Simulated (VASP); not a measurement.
Input of a VASP 6.6.1 run:

Contents of POSCAR:

```
Li2S
1.0
    0.0000000000      2.8452942165      2.8452942165
    2.8452942165      0.0000000000      2.8452942165
    2.8452942165      2.8452942165      0.0000000000
S Li
1 2
Direct
    0.0000000000      0.0000000000      0.0000000000
    0.2500000000      0.2500000000      0.2500000000
    0.7500000000      0.7500000000      0.7500000000
```

INCAR.step1

```
ALGO = Normal
EDIFF = 1E-5
ENCUT = 830
GGA = PE
GGA_COMPAT = False
ISMEAR = 0
LASPH = True
LCHARG = False
LREAL = False
LWAVE = True
NBANDS = 13
NELM = 120
PREC = Accurate
SIGMA = 0.01
```

Contents of INCAR.step2:

```
ALGO = Normal
EDIFF = 1E-6
ENCUT = 830
GGA_COMPAT = False
ISIF = 2
ISMEAR = 0
ISTART = 1
LASPH = True
LCHARG = False
LMIXTAU = True
LREAL = False
LWAVE = False
METAGGA = R2SCAN
NBANDS = 13
NELM = 120
PREC = Accurate
SIGMA = 0.01
```

The input KPOINTS:

```
k-points
0
Gamma
  6 6 6
```

Potentials or basis: VASP PAW PBE potentials, release 64 (S, Li_sv).

Command:

```bash
$ cat potpaw_PBE.64/S/POTCAR potpaw_PBE.64/Li_sv/POTCAR > POTCAR
$ cp INCAR.step1 INCAR
$ mpirun -np 1 vasp_std > vasp.out
$ cp INCAR.step2 INCAR
$ mpirun -np 1 vasp_std > vasp.out
```

Task: What does it give for the band gap on the k mesh?

Result: 3.86 eV (least direct gap 5.05 eV).

Task: What does it give for the pressure?

Result: -0.2 GPa.

Caveat: the PAW data sets were made with another functional, which shifts forces and pressure a little. A k mesh can miss the band edges.
